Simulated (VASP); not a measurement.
SnSe:

```xyz
2
Lattice="-0.0228 2.9793 2.9793 2.9793 -0.0228 2.9793 2.9793 2.9793 -0.0228" Properties=species:S:1:pos:R:3 pbc="T T T"
Sn    0.0000    0.0000    0.0000
Se    2.9679    2.9679    2.9679
```

This cell differs from its parent crystal: strain along [111] -1.1%.

Base run:

- Program: VASP 6.6.1
- Functional: PBE
- Potentials or basis: VASP PAW PBE potentials, release 64 (Sn_d, Se)
- Cutoff: 500 eV
- k mesh: 8 × 8 × 8
- Occupations: fermi-dirac, width 0.02 eV
- Spin: no spin polarisation

Its results: band gap on the k mesh 0.59 eV, indirect (least direct gap 0.67 eV); pressure 2.0 GPa.

Task: The run is repeated on the same cell with these changes: functional from PBE to r2SCAN; cutoff from 500 eV to 550 eV. What comes out?

Result: Band gap on the k mesh 0.46 eV, indirect (least direct gap 0.55 eV); pressure 0.9 GPa.

Caveats: spin-orbit coupling is left out, which moves the levels of the heavy elements; the PAW data sets were made with another functional, which shifts forces and pressure a little (some runs).

A k mesh can miss the band edges.
